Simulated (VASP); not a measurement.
Runs of VASP 6.6.1 on GaP. The structure is that of space group F-43m (No. 216), or close to it. The cells are those of the table. 

```tsv
cell	k mesh	smearing	gap on the mesh (eV)	pressure (GPa)
a = 3.893 Å, angles 60.0°, 2 atoms	8 × 8 × 8	gaussian 0.02 eV	1.58	0.0
a = 3.969 Å, angles 60.0°, 2 atoms	8 × 8 × 8	gaussian 0.02 eV	1.11	(b)
a = 3.813 Å, angles 60.0°, 2 atoms	8 × 8 × 8	gaussian 0.02 eV	1.59	5.4
a = 3.931 Å, angles 60.0°, 2 atoms	8 × 8 × 8	gaussian 0.02 eV	1.34	(a)
a = 3.892 Å, angles 60.0°, 2 atoms	6 × 6 × 6	gaussian 0.1 eV	1.58	0.0
a = 3.730 Å, angles 60.0°, 2 atoms	8 × 8 × 8	gaussian 0.02 eV	1.43	12.9
```

Alike in all rows: task single point; level PBE; potentials or basis VASP PAW PBE potentials, release 64 (Ga_d, P); no spin polarisation; cutoff (eV) 500.

Estimate the missing entries.

(a) -2.2; (b) -3.9.

A k mesh can miss the band edges, and the runs leave out spin-orbit coupling on Ga.
